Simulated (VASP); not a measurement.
# AlNi3 (Pm-3m) in VASP: notebook

AlNi3 is run at these levels: PBEsol; tasks: single point.

All numbers are computed with VASP 6.6.1; they aren't measurements. Logs are shortened: lines on timing, memory, paths and dates and some standing lists are left out, and cuts for length are marked.

### 1 The cell of the first run

It takes space group Pm-3m (No. 221, cubic). The conventional cell has a = 3.499 Å, b = 3.499 Å, c = 3.499 Å, α = 90.00°, β = 90.00°, γ = 90.00°. Ni (site symmetry 4/mmm) has 8 Ni at 2.47 Å and 4 Al at 2.47 Å within 3.3 Å. Al (site symmetry m-3m) has 12 Ni at 2.47 Å within 3.3 Å.

### 2 Single point, PBEsol, collinear spin, ferromagnetic start

Input file INCAR:

```
PREC = Accurate
ENCUT = 520
EDIFF = 1E-7
ISMEAR = -1
SIGMA = 0.05
LREAL = F
LASPH = T
NELM = 150
ALGO = Normal
ISIF = 2
LWAVE = F
LCHARG = F
ISPIN = 2
MAGMOM = 1 1 1 0
LORBIT = 11
LMAXMIX = 4
GGA = PS
NBANDS = 28
```

Input file KPOINTS:

```
regular mesh
0
Gamma
  8 8 8
```

Input file POSCAR:

```
AlNi3
1.0
    3.4994093517      0.0000000000      0.0000000000
    0.0000000000      3.4994093517      0.0000000000
    0.0000000000      0.0000000000      3.4994093517
Ni Al
3 1
Direct
    0.5000000000      0.5000000000      0.0000000000
    0.5000000000      0.0000000000      0.5000000000
    0.0000000000      0.5000000000      0.5000000000
    0.0000000000      0.0000000000      0.0000000000
```

Potentials or basis: VASP PAW PBE potentials, release 64 (Ni, Al).

On the command line:

```bash
$ cat potpaw_PBE.64/Ni/POTCAR potpaw_PBE.64/Al/POTCAR > POTCAR
$ mpirun -np 1 vasp_std > vasp.out
```

OUTCAR:

```text
PREC = Accurate
   ENCUT = 520
   EDIFF = 1E-7
   ISMEAR = -1
   LREAL = F
   LASPH = T
   NELM = 150
   ISIF = 2
   ISPIN = 2
   LORBIT = 11
   GGA = PS

 ion  position               nearest neighbor table
   1  0.500  0.500  0.000-   2 2.47   3 2.47   4 2.47   2 2.47   3 2.47   2 2.47   4 2.47   2 2.47
                             3 2.47   4 2.47   3 2.47   4 2.47
   2  0.500  0.000  0.500-   1 2.47   3 2.47   4 2.47   1 2.47   4 2.47   1 2.47   3 2.47   1 2.47
                             3 2.47   4 2.47   4 2.47   3 2.47
   3  0.000  0.500  0.500-   1 2.47   2 2.47   4 2.47   1 2.47   4 2.47   2 2.47   4 2.47   4 2.47
                             1 2.47   2 2.47   1 2.47   2 2.47
   4  0.000  0.000  0.000-   1 2.47   2 2.47   3 2.47   2 2.47   3 2.47   1 2.47   3 2.47   3 2.47
                             1 2.47   2 2.47   2 2.47   1 2.47

  LATTYP: Found a simple cubic cell.
 ALAT       =     3.4994093517

  Lattice vectors:

 A1 = (   3.4994093517,   0.0000000000,   0.0000000000)
 A2 = (   0.0000000000,   3.4994093517,   0.0000000000)
 A3 = (   0.0000000000,   0.0000000000,   3.4994093517)

Analysis of symmetry for initial positions (statically):
=====================================================================
 Subroutine PRICEL returns:
 Original cell was already a primitive cell.

 Routine SETGRP: Setting up the symmetry group for a
 simple cubic supercell.

 Subroutine GETGRP returns: Found 48 space group operations
 (whereof 48 operations were pure point group operations)
 out of a pool of 48 trial point group operations.

The static configuration has the point symmetry O_h .

Analysis of symmetry for dynamics (positions and initial velocities):
=====================================================================
 Subroutine PRICEL returns:
 Original cell was already a primitive cell.

 Routine SETGRP: Setting up the symmetry group for a
 simple cubic supercell.

 Subroutine GETGRP returns: Found 48 space group operations
 (whereof 48 operations were pure point group operations)
 out of a pool of 48 trial point group operations.

The dynamic configuration has the point symmetry O_h .

Analysis of structural, dynamic, and magnetic symmetry:
=====================================================================
 Subroutine PRICEL returns:
 Original cell was already a primitive cell.

 Routine SETGRP: Setting up the symmetry group for a
 simple cubic supercell.

 Subroutine GETGRP returns: Found 48 space group operations
 (whereof 48 operations were pure point group operations)
 out of a pool of 48 trial point group operations.

The overall configuration has the point symmetry O_h .

 Subroutine INISYM returns: Found 48 space group operations
 (whereof 48 operations are pure point group operations),
 and found     1 'primitive' translations

----------------------------------------------------------------------------------------

                                     Primitive cell

  volume of cell :      42.8533

  direct lattice vectors                    reciprocal lattice vectors
     3.499409352  0.000000000  0.000000000     0.285762510  0.000000000  0.000000000
     0.000000000  3.499409352  0.000000000     0.000000000  0.285762510  0.000000000
     0.000000000  0.000000000  3.499409352     0.000000000  0.000000000  0.285762510

  length of vectors
     3.499409352  3.499409352  3.499409352     0.285762510  0.285762510  0.285762510

  position of ions in fractional coordinates (direct lattice)
     0.500000000  0.500000000  0.000000000
     0.500000000  0.000000000  0.500000000
     0.000000000  0.500000000  0.500000000
     0.000000000  0.000000000  0.000000000

  ion indices of the primitive-cell ions
   primitive index   ion index
                 1           1
                 2           2
                 3           3
                 4           4

----------------------------------------------------------------------------------------

 KPOINTS: regular mesh

Automatic generation of k-mesh.
 Grid dimensions read from file:
 generate k-points for:    8    8    8

 Generating k-lattice:

  Cartesian coordinates                     Fractional coordinates (reciprocal lattice)
     0.035720314  0.000000000  0.000000000     0.125000000  0.000000000  0.000000000
     0.000000000  0.035720314  0.000000000     0.000000000  0.125000000  0.000000000
     0.000000000  0.000000000  0.035720314     0.000000000  0.000000000  0.125000000

  Length of vectors
     0.035720314  0.035720314  0.035720314

  Shift w.r.t. Gamma in fractional coordinates (k-lattice)
     0.000000000  0.000000000  0.000000000

 Subroutine IBZKPT returns following result:
 ===========================================

 Found     35 irreducible k-points:

 Following reciprocal coordinates:
            Coordinates               Weight
  0.000000  0.000000  0.000000      1.000000
  0.125000  0.000000  0.000000      6.000000
  0.250000  0.000000  0.000000      6.000000
[... 92 lines left out ...]
     28      24.4213      0.00000

 k-point     2 :       0.1250    0.0000    0.0000
  band No.  band energies     occupation
      1      -0.0705      1.00000
      2       5.5091      1.00000
      3       6.0433      1.00000
      4       6.2835      1.00000
      5       6.5809      1.00000
      6       6.5809      1.00000
[... 20 lines left out ...]
     27      23.8067      0.00000
     28      23.8067      0.00000

 k-point     3 :       0.2500    0.0000    0.0000
  band No.  band energies     occupation
      1       0.5129      1.00000
      2       5.2446      1.00000
      3       5.9562      1.00000
      4       6.6300      1.00000
      5       6.6744      1.00000
      6       6.6744      1.00000
[... 616 lines left out ...]
      3       5.2722      1.00000
      4       6.6881      1.00000
      5       6.8563      1.00000
      6       7.1104      1.00000
[... 20 lines left out ...]
     27      24.4140      0.00000
     28      26.4222      0.00000

 k-point    24 :       0.5000    0.3750    0.1250
  band No.  band energies     occupation
      1       3.7508      1.00000
      2       4.5906      1.00000
      3       5.5048      1.00000
      4       6.6228      1.00000
      5       6.8900      1.00000
      6       7.2344      1.00000
[... 20 lines left out ...]
     27      25.2755      0.00000
     28      25.5567      0.00000

 [... further k-points ...]

 spin component 2

 k-point     1 :       0.0000    0.0000    0.0000
  band No.  band energies     occupation
      1      -0.2844      1.00000
      2       5.5330      1.00000
      3       6.2851      1.00000
      4       6.2851      1.00000
      5       6.7730      1.00000
      6       6.7730      1.00000
[... 20 lines left out ...]
     27      24.4274      0.00000
     28      24.4274      0.00000

 k-point     2 :       0.1250    0.0000    0.0000
  band No.  band energies     occupation
      1      -0.0864      1.00000
      2       5.5870      1.00000
      3       6.1580      1.00000
      4       6.4142      1.00000
      5       6.8014      1.00000
      6       6.8014      1.00000
[... 20 lines left out ...]
     27      23.8103      0.00000
     28      23.8103      0.00000

 k-point     3 :       0.2500    0.0000    0.0000
  band No.  band energies     occupation
      1       0.4970      1.00000
      2       5.2922      1.00000
      3       6.0537      1.00000
      4       6.7677      1.00000
      5       6.8757      1.00000
      6       6.8757      1.00000
[... 616 lines left out ...]
      3       5.3176      1.00000
      4       6.7945      1.00000
      5       6.9727      1.00000
      6       7.2953      1.00000
[... 20 lines left out ...]
     27      24.4008      0.00000
     28      26.4428      0.00000

 k-point    24 :       0.5000    0.3750    0.1250
  band No.  band energies     occupation
      1       3.7468      1.00000
      2       4.6154      1.00000
      3       5.5704      1.00000
      4       6.7323      1.00000
      5       6.9863      1.00000
      6       7.4225      1.00000
[... 20 lines left out ...]
     27      25.2599      0.00000
     28      25.5867      0.00000

 [... further k-points ...]

------------------------ aborting loop because EDIFF is reached ----------------------------------------

  FORCE on cell =-STRESS in cart. coord.  units (eV):
  Direction    XX          YY          ZZ          XY          YZ          ZX
  --------------------------------------------------------------------------------------
  -------------------------------------------------------------------------------------
  Total        0.9810918      0.9810918      0.9810918     -0.0000000      0.0000000     -0.0000000
  in kB       36.6805631     36.6805631     36.6805631     -0.0000000      0.0000000     -0.0000000
  external PRESSURE =      36.6805631 kB  Pullay stress =       0.0000000 kB

 VOLUME and BASIS-vectors are now :
 -----------------------------------------------------------------------------
  energy-cutoff  :      520.00
  volume of cell :       42.85
      direct lattice vectors                 reciprocal lattice vectors
     3.499409352  0.000000000  0.000000000     0.285762510  0.000000000  0.000000000
     0.000000000  3.499409352  0.000000000     0.000000000  0.285762510  0.000000000
     0.000000000  0.000000000  3.499409352     0.000000000  0.000000000  0.285762510

 POSITION                                       TOTAL-FORCE (eV/Angst)
 -----------------------------------------------------------------------------------
      1.74970      1.74970      0.00000         0.000000      0.000000      0.000000
      1.74970      0.00000      1.74970         0.000000      0.000000      0.000000
      0.00000      1.74970      1.74970         0.000000      0.000000      0.000000
      0.00000      0.00000      0.00000         0.000000      0.000000      0.000000
 -----------------------------------------------------------------------------------
    total drift:                                0.000000      0.000000      0.000000

  FREE ENERGIE OF THE ION-ELECTRON SYSTEM (eV)
  ---------------------------------------------------
  free  energy   TOTEN  =       -24.2949374454 eV

  energy  without entropy=      -24.2629863365  energy(sigma->0) =      -24.27896189

 total charge

# of ion       s       p       d       tot
------------------------------------------
    1        0.520   0.568   8.407   9.496
    2        0.520   0.568   8.407   9.496
    3        0.520   0.568   8.407   9.496
    4        0.412   0.413   0.000   0.825
--------------------------------------------------
tot          1.972   2.118  25.222  29.312

 magnetization (x)

# of ion       s       p       d       tot
------------------------------------------
    1       -0.002  -0.007   0.219   0.210
    2       -0.002  -0.007   0.219   0.210
    3       -0.002  -0.007   0.219   0.210
    4       -0.000  -0.007   0.000  -0.007
--------------------------------------------------
tot         -0.007  -0.027   0.658   0.624
```

It took 2.4 min on 1 thread of Intel Xeon 8259CL, shared host; peak memory 0.21 GiB.

What came out:

| Property | Result |
| --- | --- |
| Free energy | -24.2949 eV |
| Pressure | 3.7 GPa |
| Net moment | 0.60 μB per cell |
| Site moments | Ni +0.21; Al -0.01 μB |
| Valence electrons inside the program's atomic spheres | Ni 9.50; Al 0.82 |

Levels at points of the mesh, in eV from the Fermi level:
Spin up:
```
           k point  band 15  band 16  band 17  band 18  band 19  band 20
(0.00, 0.00, 0.00)     0.00     0.00     0.88     0.88     0.88     6.85
(0.50, 0.00, 0.00)    -1.07    -0.48     0.00     5.74     5.74     5.79
(0.50, 0.50, 0.00)    -0.98    -0.98    -0.58     0.96     0.96     8.41
(0.50, 0.50, 0.50)    -1.09    -0.28    -0.20    -0.20    -0.20     3.77
```
Spin down:
| k point | band 13 | band 14 | band 15 | band 16 | band 17 | band 18 | band 19 | band 20 |
| --- | --- | --- | --- | --- | --- | --- | --- | --- |
| (0.00, 0.00, 0.00) | 0.01 | 0.34 | 0.34 | 0.34 | 0.86 | 0.86 | 0.86 | 6.93 |
| (0.50, 0.00, 0.00) | -1.00 | -1.00 | -0.87 | -0.31 | 0.34 | 5.79 | 5.79 | 5.84 |
| (0.50, 0.50, 0.00) | -1.19 | -1.13 | -0.82 | -0.66 | -0.46 | 1.19 | 1.19 | 8.45 |
| (0.50, 0.50, 0.50) | -1.20 | -0.93 | -0.93 | -0.28 | 0.10 | 0.10 | 0.10 | 3.85 |

Caveat: the cell stands under pressure; the PAW data sets were made with another functional, which shifts forces and pressure a little.

### 3 Single point, PBEsol, collinear spin, ferromagnetic start

This run uses another cell than the first one, of 11.15 Å³/atom.

Input file INCAR:

```
SYSTEM = AlNi3
PREC = Accurate
ENCUT = 520
EDIFF = 1E-6
ISMEAR = -1
SIGMA = 0.05
LREAL = .False.
LASPH = .True.
NELM = 150
ALGO = Normal
ISIF = 2
LWAVE = .False.
LCHARG = .True.
ISPIN = 2
MAGMOM = 1 1 1 0
LORBIT = 11
LMAXMIX = 4
GGA = PS
LELF = .True.
LVHAR = .True.
NBANDS = 28
```

Input file KPOINTS:

```
Automatic mesh
0
Gamma
  8 8 8
  0 0 0
```

Input file POSCAR:

```
AlNi3
1.0
    3.5463868949      0.0000000000      0.0000000000
    0.0000000000      3.5463868949      0.0000000000
    0.0000000000      0.0000000000      3.5463868949
Ni Al
3 1
Direct
    0.5000000000      0.5000000000      0.0000000000
    0.5000000000      0.0000000000      0.5000000000
    0.0000000000      0.5000000000      0.5000000000
    0.0000000000      0.0000000000      0.0000000000
```

Potentials or basis: VASP PAW PBE potentials, release 64 (Ni, Al).

On the command line:

```bash
$ cat potpaw_PBE.64/Ni/POTCAR potpaw_PBE.64/Al/POTCAR > POTCAR
$ mpirun -np 1 vasp_std > vasp.out
```

It took 2.3 min on 1 thread of Intel Xeon 8259CL, shared host; peak memory 0.21 GiB.

Results (log left out):

- Free energy: -24.2899 eV
- Pressure: -4.2 GPa
- Net moment: 0.64 μB per cell
- Site moments: Ni +0.23; Al -0.01 μB
- Valence electrons inside the program's atomic spheres: Ni 9.42; Al 0.80

Levels at points of the mesh, in eV from the Fermi level:
Spin up:
```
           k point  band 14  band 15  band 16  band 17  band 18  band 19  band 20  band 21
(0.00, 0.00, 0.00)    -0.04    -0.04    -0.04     0.87     0.87     0.87     6.62     6.62
(0.50, 0.00, 0.00)    -1.15    -1.03    -0.48    -0.04     5.57     5.57     5.60     5.60
(0.50, 0.50, 0.00)    -1.19    -0.96    -0.95    -0.56     0.88     0.88     8.21     8.21
(0.50, 0.50, 0.50)    -1.05    -1.05    -0.22    -0.22    -0.22    -0.22     3.49     4.07
```
Spin down:
```tsv
k point	band 13	band 14	band 15	band 16	band 17	band 18	band 19	band 20
(0.00, 0.00, 0.00)	0.02	0.33	0.33	0.33	0.85	0.85	0.85	6.71
(0.50, 0.00, 0.00)	-0.94	-0.94	-0.81	-0.29	0.33	5.63	5.63	5.65
(0.50, 0.50, 0.00)	-1.11	-1.07	-0.77	-0.61	-0.43	1.13	1.13	8.25
(0.50, 0.50, 0.50)	-1.13	-0.88	-0.88	-0.22	0.10	0.10	0.10	3.58
```

Caveat: the cell stands under tension; the PAW data sets were made with another functional, which shifts forces and pressure a little.

### 4 Single point, PBEsol, collinear spin, ferromagnetic start

This run uses another cell than the first one, of 11.37 Å³/atom.

Input file INCAR:

```
SYSTEM = AlNi3
PREC = Accurate ; ENCUT = 520
EDIFF = 1E-6 ; ISMEAR = -1
SIGMA = 0.05 ; LREAL = .FALSE.
LASPH = .TRUE. ; NELM = 150
ALGO = Fast ; ISIF = 2
LWAVE = .FALSE. ; LCHARG = .FALSE.
ISPIN = 2 ; MAGMOM = 1 1 1 0
LORBIT = 11 ; LMAXMIX = 4
GGA = PS ; NBANDS = 28
```

Input file KPOINTS:

```
regular mesh
0
G
  8 8 8
  0 0 0
```

Input file POSCAR:

```
AlNi3
1.0
    3.5694160265      0.0000000000      0.0000000000
    0.0000000000      3.5694160265      0.0000000000
    0.0000000000      0.0000000000      3.5694160265
Ni Al
3 1
Direct
    0.5000000000      0.5000000000      0.0000000000
    0.5000000000      0.0000000000      0.5000000000
    0.0000000000      0.5000000000      0.5000000000
    0.0000000000      0.0000000000      0.0000000000
```

On the command line:

```bash
$ cat potpaw_PBE.64/Ni/POTCAR potpaw_PBE.64/Al/POTCAR > POTCAR
$ mpirun -np 1 vasp_std > vasp.out
```

It took 2.6 min on 1 thread of Intel Xeon 8259CL, shared host; peak memory 0.21 GiB.

Results (log left out):

```
Free energy                                           : -24.2572 eV
Pressure                                              : -7.6 GPa
Net moment                                            : 0.66 μB per cell
Site moments                                          : Ni +0.23; Al -0.01 μB
Valence electrons inside the program's atomic spheres : Ni 9.38; Al 0.79
```

Levels at points of the mesh, in eV from the Fermi level:
Spin up:
```tsv
k point	band 14	band 15	band 16	band 17	band 18	band 19	band 20	band 21
(0.00, 0.00, 0.00)	-0.05	-0.05	-0.05	0.87	0.87	0.87	6.51	6.51
(0.50, 0.00, 0.00)	-1.12	-1.01	-0.47	-0.05	5.47	5.47	5.54	5.54
(0.50, 0.50, 0.00)	-1.16	-0.94	-0.93	-0.55	0.84	0.84	8.10	8.12
(0.50, 0.50, 0.50)	-1.03	-1.03	-0.23	-0.23	-0.23	-0.18	3.36	3.97
```
Spin down:
| k point | band 13 | band 14 | band 15 | band 16 | band 17 | band 18 | band 19 | band 20 |
| --- | --- | --- | --- | --- | --- | --- | --- | --- |
| (0.00, 0.00, 0.00) | 0.02 | 0.32 | 0.32 | 0.32 | 0.84 | 0.84 | 0.84 | 6.60 |
| (0.50, 0.00, 0.00) | -0.91 | -0.91 | -0.79 | -0.28 | 0.32 | 5.53 | 5.53 | 5.59 |
| (0.50, 0.50, 0.00) | -1.08 | -1.04 | -0.75 | -0.59 | -0.42 | 1.10 | 1.10 | 8.13 |
| (0.50, 0.50, 0.50) | -1.09 | -0.85 | -0.85 | -0.19 | 0.10 | 0.10 | 0.10 | 3.45 |

Caveat: the cell stands under tension; the PAW data sets were made with another functional, which shifts forces and pressure a little.

### 5 The runs side by side

```tsv
cell	gap on the mesh (eV)	pressure (GPa)	moment (μB)
a = 3.499 Å, 4 atoms	none	3.7	0.60
a = 3.546 Å, 4 atoms	none	-4.2	0.64
a = 3.569 Å, 4 atoms	none	-7.6	0.66
```

Alike in all rows: task single point; level PBEsol; potentials or basis VASP PAW PBE potentials, release 64 (Ni, Al); spin collinear, ferromagnetic start; k mesh 8 × 8 × 8; cutoff (eV) 520; smearing fermi-dirac 0.05 eV.

Caveats: the PAW data sets were made with another functional, which shifts forces and pressure a little; the cell stands under tension (at least some runs); the cell stands under pressure (at least some runs).

Absolute energies hang on the potentials; compare differences alone.
